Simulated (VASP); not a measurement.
# IrS (Fm-3m) in VASP: a series of runs

Runs on IrS. Level: PBEsol. Tasks: single point.

Program: VASP 6.6.1. These are calculated values, not measurements. Logs are shortened: lines on timing, memory, paths and dates and some standing lists are left out, and cuts for length are marked.

### Step 1. The cell of the first run

The structure is cubic, space group Fm-3m (No. 225). The conventional cell has a = 4.911 Å, b = 4.911 Å, c = 4.911 Å, α = 90.00°, β = 90.00°, γ = 90.00°. Within 3.2 Å of Ir (site symmetry m-3m) lie 6 S at 2.46 Å. Within 3.2 Å of S (site symmetry m-3m) lie 6 Ir at 2.46 Å.

### Step 2. Single point, PBEsol (14.80 Å³/atom)

The input, INCAR:

```
PREC     = Accurate       # precision mode
ENCUT    = 560            # plane-wave cutoff, eV
EDIFF    = 1E-6           # SCF threshold, eV
ISMEAR   = 0              # smearing method
SIGMA    = 0.05           # smearing width, eV
LREAL    = F              # projectors in reciprocal space
LASPH    = T              # aspherical terms in the spheres
NELM     = 120            # most SCF steps
ALGO     = Normal         # electronic algorithm
ISIF     = 2              # what is computed and relaxed
LWAVE    = F              # write WAVECAR
LCHARG   = F              # write CHGCAR
GGA      = PS             # functional
NBANDS   = 18             # bands
GGA_COMPAT= F
```

The input, KPOINTS:

```
regular mesh
0
Gamma
  10 10 10
```

The input, POSCAR:

```
IrS
1.0
    0.0000000000      2.4552696791      2.4552696791
    2.4552696791      0.0000000000      2.4552696791
    2.4552696791      2.4552696791      0.0000000000
Ir S
1 1
Direct
    0.5000000000      0.5000000000      0.5000000000
    0.0000000000      0.0000000000      0.0000000000
```

Potentials or basis: VASP PAW PBE potentials, release 64 (Ir_sv_GW, S).

Launch:

```sh
$ cat potpaw_PBE.64/Ir_sv_GW/POTCAR potpaw_PBE.64/S/POTCAR > POTCAR
$ mpirun -np 1 vasp_std > vasp.out
```

OUTCAR:

```text
PREC = Accurate
   ENCUT = 560
   EDIFF = 1E-6
   ISMEAR = 0
   LREAL = F
   LASPH = T
   NELM = 120
   ISIF = 2
   GGA = PS

 ion  position               nearest neighbor table
   1  0.500  0.500  0.500-   2 2.46   2 2.46   2 2.46   2 2.46   2 2.46   2 2.46
   2  0.000  0.000  0.000-   1 2.46   1 2.46   1 2.46   1 2.46   1 2.46   1 2.46

  LATTYP: Found a face centered cubic cell.
 ALAT       =     4.9105393582

  Lattice vectors:

 A1 = (   0.0000000000,   2.4552696791,   2.4552696791)
 A2 = (   2.4552696791,   0.0000000000,   2.4552696791)
 A3 = (   2.4552696791,   2.4552696791,   0.0000000000)

Analysis of symmetry for initial positions (statically):
=====================================================================
 Subroutine PRICEL returns:
 Original cell was already a primitive cell.

 Routine SETGRP: Setting up the symmetry group for a
 face centered cubic supercell.

 Subroutine GETGRP returns: Found 48 space group operations
 (whereof 48 operations were pure point group operations)
 out of a pool of 48 trial point group operations.

The static configuration has the point symmetry O_h .

Analysis of symmetry for dynamics (positions and initial velocities):
=====================================================================
 Subroutine PRICEL returns:
 Original cell was already a primitive cell.

 Routine SETGRP: Setting up the symmetry group for a
 face centered cubic supercell.

 Subroutine GETGRP returns: Found 48 space group operations
 (whereof 48 operations were pure point group operations)
 out of a pool of 48 trial point group operations.

The dynamic configuration has the point symmetry O_h .

 Subroutine INISYM returns: Found 48 space group operations
 (whereof 48 operations are pure point group operations),
 and found     1 'primitive' translations

----------------------------------------------------------------------------------------

                                     Primitive cell

  volume of cell :      29.6024

  direct lattice vectors                    reciprocal lattice vectors
     0.000000000  2.455269679  2.455269679    -0.203643618  0.203643618  0.203643618
     2.455269679  0.000000000  2.455269679     0.203643618 -0.203643618  0.203643618
     2.455269679  2.455269679  0.000000000     0.203643618  0.203643618 -0.203643618

  length of vectors
     3.472275679  3.472275679  3.472275679     0.352721093  0.352721093  0.352721093

  position of ions in fractional coordinates (direct lattice)
     0.500000000  0.500000000  0.500000000
     0.000000000  0.000000000  0.000000000

  ion indices of the primitive-cell ions
   primitive index   ion index
                 1           1
                 2           2

----------------------------------------------------------------------------------------

 KPOINTS: regular mesh

Automatic generation of k-mesh.
 Grid dimensions read from file:
 generate k-points for:   10   10   10

 Generating k-lattice:

  Cartesian coordinates                     Fractional coordinates (reciprocal lattice)
    -0.020364362  0.020364362  0.020364362     0.100000000  0.000000000  0.000000000
     0.020364362 -0.020364362  0.020364362     0.000000000  0.100000000  0.000000000
     0.020364362  0.020364362 -0.020364362     0.000000000  0.000000000  0.100000000

  Length of vectors
     0.035272109  0.035272109  0.035272109

  Shift w.r.t. Gamma in fractional coordinates (k-lattice)
     0.000000000  0.000000000  0.000000000

 Subroutine IBZKPT returns following result:
 ===========================================

 Found     47 irreducible k-points:

 Following reciprocal coordinates:
            Coordinates               Weight
  0.000000  0.000000  0.000000      1.000000
  0.100000  0.000000  0.000000      8.000000
  0.200000  0.000000  0.000000      8.000000
  0.300000  0.000000  0.000000      8.000000
  0.400000  0.000000  0.000000      8.000000
  0.500000  0.000000  0.000000      4.000000
[... 16 lines left out ...]
  0.300000  0.300000  0.000000      6.000000
  0.400000  0.300000  0.000000     24.000000
 [... further k-points ...]
   k-points           NKPTS =     47   k-points in BZ     NKDIM =     47   number of bands    NBANDS=     18
   number of dos      NEDOS =    301   number of ions     NIONS =      2
   total plane-waves  NPLWV =  21952
   dimension x,y,z NGX =    28 NGY =   28 NGZ =   28
   dimension x,y,z NGXF=    56 NGYF=   56 NGZF=   56
   ions per type =               1   1
   NGX,Y,Z   is equivalent  to a cutoff of  13.41, 13.41, 13.41 a.u.
   NGXF,Y,Z  is equivalent  to a cutoff of  26.81, 26.81, 26.81 a.u.
 SYSTEM =  unknown system
   PREC   = accura    normal or accurate (medium, high low for compatibility)
   ISTART =      0    job   : 0-new  1-cont  2-samecut
   ICHARG =      2    charge: 1-file 2-atom 10-const
   ISPIN  =      1    spin polarized calculation?
   LNONCOLLINEAR =      F non collinear calculations
   LSORBIT =      F    spin-orbit coupling
   LASPH  =      T    aspherical Exc in radial PAW
   ENCUT  =  560.0 eV  41.16 Ry    6.42 a.u.   6.70  6.70  6.70*2*pi/ulx,y,z
   NELM   =    120;   NELMIN=  2; NELMDL= -5     # of ELM steps
   EDIFF  = 0.1E-05   stopping-criterion for ELM
   LREAL  =      F    real-space projection
   EDIFFG = 0.1E-04   stopping-criterion for IOM
   NSW    =      0    number of steps for IOM
   IBRION =     -1    ionic relax: 0-MD 1-quasi-New 2-CG
   NFREE  =      0    steps in history (QN), initial steepest desc. (CG)
   ISIF   =      2    stress and relaxation
   ISYM   =      2    0-nonsym 1-usesym 2-fastsym
   POTIM  = 0.5000    time-step for ionic-motion
   TEBEG  =    0.0;   TEEND  =   0.0 temperature during run
   PSTRESS=    0.0 pullay stress
   NELECT =      23.0000    total number of electrons
   NUPDOWN=      -1.0000    fix difference up-down
   EMIN   =  10.00;   EMAX   =-10.00  energy-range for DOS
   EFERMI =   0.00;   METHOD = LEGACY
   ISMEAR =     0;   SIGMA  =   0.05  broadening in eV -4-tet -1-fermi 0-gaus
   EFERMI_NEDOS =   21; number of points for ismear=-14 and -15
   IALGO  =     38    algorithm
   IMIX   =      4    mixing-type and parameters
     AMIX     =   0.40;   BMIX     =  1.00
     AMIX_MAG =   1.60;   BMIX_MAG =  1.00
  volume/ion in A,a.u.               =      14.80        99.88
  Fermi-wavevector in a.u.,A,eV,Ry     =   1.505018  2.844071 30.818257  2.265078
  Thomas-Fermi vector in A             =   2.615921
   LORBIT       =      0    0 simple, 1 ext, 2 COOP (PROOUT), +10 PAW based schemes
   GGA     = PS    functional components
   LHFCALC =     F    Hartree Fock is set to
   AEXX    =    0.0000 exact exchange contribution
   IVDW    =     0    specifies the selected vdW correction
   LEPSILON=     F    determine dielectric tensor
   LRPA    =     F    only Hartree local field effects (RPA)
 non-spin polarized calculation
 Gauss-broadening in eV      SIGMA  =   0.05
  energy-cutoff  :      560.00
  volume of cell :       29.60
 maximum number of plane-waves:       914
   NGX = 13   NGY = 13   NGZ = 13

 number of electron      22.9999999 magnetization

 Free energy of the ion-electron system (eV)
  ---------------------------------------------------
  ext. energy  EPLUGINS =         0.00000000
  ---------------------------------------------------
  free energy    TOTEN  =       -14.06177911 eV

  energy without entropy =      -14.06024246  energy(sigma->0) =      -14.06101079

 E-fermi :  10.1734     XC(G=0): -12.8628

 val. band max:       10.1548626048   @ k =  -0.4000   0.5000   0.1000
 cond. band min:      10.2069897996   @ k =   0.5000   0.3000   0.1000
 fundamental gap:      0.0521271949
 Fermi energy:        10.1734070488

 k-point     1 :       0.0000    0.0000    0.0000
  band No.  band energies     occupation
      1     -81.5720      2.00000
      2     -38.4113      2.00000
      3     -38.4113      2.00000
      4     -38.4113      2.00000
      5      -6.1318      2.00000
      6       7.1088      2.00000
[... 10 lines left out ...]
     17      22.8544      0.00000
     18      22.8544      0.00000

 k-point     2 :       0.1000    0.0000    0.0000
  band No.  band energies     occupation
      1     -81.5721      2.00000
      2     -38.4170      2.00000
      3     -38.4123      2.00000
      4     -38.4123      2.00000
      5      -5.9772      2.00000
      6       6.2029      2.00000
[... 10 lines left out ...]
     17      22.4037      0.00000
     18      22.4785      0.00000

 k-point     3 :       0.2000    0.0000    0.0000
  band No.  band energies     occupation
      1     -81.5718      2.00000
      2     -38.4315      2.00000
      3     -38.4144      2.00000
      4     -38.4144      2.00000
      5      -5.5358      2.00000
      6       4.6142      2.00000
[... 10 lines left out ...]
     17      20.9593      0.00000
     18      22.9692      0.00000

 k-point     4 :       0.3000    0.0000    0.0000
  band No.  band energies     occupation
      1     -81.5707      2.00000
      2     -38.4485      2.00000
      3     -38.4164      2.00000
      4     -38.4164      2.00000
      5      -4.8848      2.00000
      6       3.0153      2.00000
[... 10 lines left out ...]
     17      19.1072      0.00000
     18      23.6547      0.00000

 k-point     5 :       0.4000    0.0000    0.0000
  band No.  band energies     occupation
      1     -81.5703      2.00000
      2     -38.4628      2.00000
      3     -38.4182      2.00000
      4     -38.4182      2.00000
      5      -4.2083      2.00000
      6       1.7481      2.00000
[... 10 lines left out ...]
     17      20.1864      0.00000
     18      23.1293      0.00000

 k-point     6 :       0.5000    0.0000    0.0000
  band No.  band energies     occupation
      1     -81.5701      2.00000
      2     -38.4683      2.00000
      3     -38.4190      2.00000
      4     -38.4190      2.00000
      5      -3.8844      2.00000
      6       1.2258      2.00000
[... 10 lines left out ...]
     17      20.8829      0.00000
     18      22.8930      0.00000

 k-point     7 :       0.1000    0.1000    0.0000
  band No.  band energies     occupation
      1     -81.5717      2.00000
      2     -38.4167      2.00000
      3     -38.4132      2.00000
      4     -38.4132      2.00000
      5      -5.9303      2.00000
      6       5.4029      2.00000
[... 10 lines left out ...]
     17      21.8998      0.00000
     18      23.0565      0.00000

 k-point     8 :       0.2000    0.1000    0.0000
  band No.  band energies     occupation
      1     -81.5715      2.00000
      2     -38.4272      2.00000
      3     -38.4158      2.00000
      4     -38.4150      2.00000
      5      -5.5985      2.00000
      6       4.3833      2.00000
[... 10 lines left out ...]
     17      20.9815      0.00000
     18      22.3063      0.00000
[... 229 lines left out ...]
     17      19.9398      0.00000
     18      24.1371      0.00000

 k-point    20 :      -0.4000    0.2000    0.0000
  band No.  band energies     occupation
      1     -81.5699      2.00000
      2     -38.4606      2.00000
      3     -38.4326      2.00000
      4     -38.4218      2.00000
      5      -3.9815      2.00000
      6       1.9284      2.00000
[... 10 lines left out ...]
     17      19.4281      0.00000
     18      22.7859      0.00000

 k-point    21 :      -0.3000    0.2000    0.0000
  band No.  band energies     occupation
      1     -81.5702      2.00000
      2     -38.4545      2.00000
      3     -38.4323      2.00000
      4     -38.4191      2.00000
      5      -4.2625      2.00000
      6       2.2126      2.00000
[... 10 lines left out ...]
     17      19.0294      0.00000
     18      22.1946      0.00000

 k-point    22 :      -0.2000    0.2000    0.0000
  band No.  band energies     occupation
      1     -81.5708      2.00000
      2     -38.4459      2.00000
      3     -38.4273      2.00000
      4     -38.4162      2.00000
      5      -4.7592      2.00000
      6       2.8934      2.00000
[... 10 lines left out ...]
     17      19.0619      0.00000
     18      22.1383      0.00000

 k-point    23 :       0.3000    0.3000    0.0000
  band No.  band energies     occupation
      1     -81.5702      2.00000
      2     -38.4451      2.00000
      3     -38.4252      2.00000
      4     -38.4252      2.00000
      5      -4.8392      2.00000
      6       2.9134      2.00000
[... 10 lines left out ...]
     17      20.8009      0.00000
     18      20.8009      0.00000

 k-point    24 :       0.4000    0.3000    0.0000
  band No.  band energies     occupation
      1     -81.5700      2.00000
      2     -38.4528      2.00000
      3     -38.4292      2.00000
      4     -38.4277      2.00000
      5      -4.5573      2.00000
      6       2.8682      2.00000
[... 10 lines left out ...]
     17      21.1119      0.00000
     18      22.8084      0.00000

 [... further k-points ...]
[... 5 lines left out ...]
  --------------------------------------------------------------------------------------
  -------------------------------------------------------------------------------------
  Total       -0.8715165     -0.8715165     -0.8715165      0.0000000      0.0000000     -0.0000000
  in kB      -47.1692095    -47.1692095    -47.1692095      0.0000000      0.0000000     -0.0000000
  external PRESSURE =     -47.1692095 kB  Pullay stress =       0.0000000 kB

 VOLUME and BASIS-vectors are now :
 -----------------------------------------------------------------------------
  energy-cutoff  :      560.00
  volume of cell :       29.60
      direct lattice vectors                 reciprocal lattice vectors
     0.000000000  2.455269679  2.455269679    -0.203643618  0.203643618  0.203643618
     2.455269679  0.000000000  2.455269679     0.203643618 -0.203643618  0.203643618
     2.455269679  2.455269679  0.000000000     0.203643618  0.203643618 -0.203643618

 POSITION                                       TOTAL-FORCE (eV/Angst)
 -----------------------------------------------------------------------------------
      2.45527      2.45527      2.45527         0.000000     -0.000000      0.000000
      0.00000      0.00000      0.00000        -0.000000      0.000000     -0.000000
 -----------------------------------------------------------------------------------
    total drift:                                0.000000      0.000000      0.000000

  FREE ENERGIE OF THE ION-ELECTRON SYSTEM (eV)
  ---------------------------------------------------
  free  energy   TOTEN  =       -14.0617791100 eV

  energy  without entropy=      -14.0602424606  energy(sigma->0) =      -14.06101079
```

It took 37 s on 1 thread of AMD EPYC 7R43 (Zen 3), shared host; peak memory 0.15 GiB.

Results:

- Free energy: -14.0618 eV
- Pressure: -4.7 GPa
- Band gap on the k mesh: zero (an odd number of electrons rules out a gap without spin polarisation)

Levels at points of the mesh, in eV from the Fermi level:
```
           k point  band 8  band 9  band 10  band 11  band 12  band 13  band 14  band 15  band 16  band 17
(0.00, 0.00, 0.00)   -3.06   -2.98    -2.98    -2.30    -2.30    -2.30     2.80    10.12    12.68    12.68
(0.50, 0.00, 0.00)   -6.35   -1.17    -1.17    -0.54     3.16     4.31     4.31     6.47     6.47    10.71
(0.50, 0.50, 0.00)   -3.96   -3.96    -2.14    -0.59    -0.59    -0.13     1.62    10.41    11.61    14.65
```

Caveat: the cell stands under tension; the PAW data sets were made with another functional, which shifts forces and pressure a little; spin-orbit coupling is left out, which moves the levels of the heavy elements.

[end of part 1 of 3]

The gap in the log of VASP goes by the Fermi energy; the results here count the filled bands.